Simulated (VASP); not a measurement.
Write the native input for VASP 6.6.1 that does the following.

* Task: single point
* Functional: PBE
* Potentials or basis: VASP PAW PBE potentials, release 64 (K_sv, Cl)
* Cutoff: 520 eV
* k mesh: 6 × 6 × 6
* Occupations: gaussian, width 0.05 eV
* Spin: no spin polarisation
* Dipole correction: no
* Further INCAR settings: ALGO = Normal; EDIFF = 1e-06; NBANDS = 15

The structure of KCl lies in POSCAR:

```
KCl
1.0
    3.9543718800      0.0000000000      0.0000000000
    0.0000000000      3.9543718800      0.0000000000
    0.0000000000      0.0000000000      3.8391960000
K Cl
1 1
Direct
    0.0000000000      0.0000000000      0.0000000000
    0.5000000000      0.5000000000      0.5000000000
```

This cell differs from its parent crystal: strain +0.030 along x and y, +0.000 along z.

The input as run:

INCAR

```
SYSTEM = KCl
  PREC = Accurate
  ENCUT = 520
  EDIFF = 1E-6
  ISMEAR = 0
  SIGMA = 0.05
  LREAL = .FALSE.
  LASPH = .TRUE.
  NELM = 60
  ALGO = Normal
  ISIF = 2
  LWAVE = .FALSE.
  LCHARG = .TRUE.
  GGA = PE
  LELF = .TRUE.
  LVHAR = .TRUE.
  NBANDS = 15
```

KPOINTS

```
Automatic mesh
0
G
  6 6 6
  0 0 0
```

Potentials or basis: VASP PAW PBE potentials, release 64 (K_sv, Cl).

Run with:

```sh
$ cat potpaw_PBE.64/K_sv/POTCAR potpaw_PBE.64/Cl/POTCAR > POTCAR
$ mpirun -np 1 vasp_std > vasp.out
```

Results of the run:

```
Pressure               : -1.0 GPa
Band gap on the k mesh : 4.47 eV (least direct gap 4.64 eV)
```

Caveat: the cell differs from its parent crystal (strain +0.030 along x and y, +0.000 along z).

It took 22 s on 1 thread of Intel(R) Xeon(R) Platinum 8375C CPU @ 2.90GHz (Ice Lake) (shared host), peak memory 0.18 GiB.
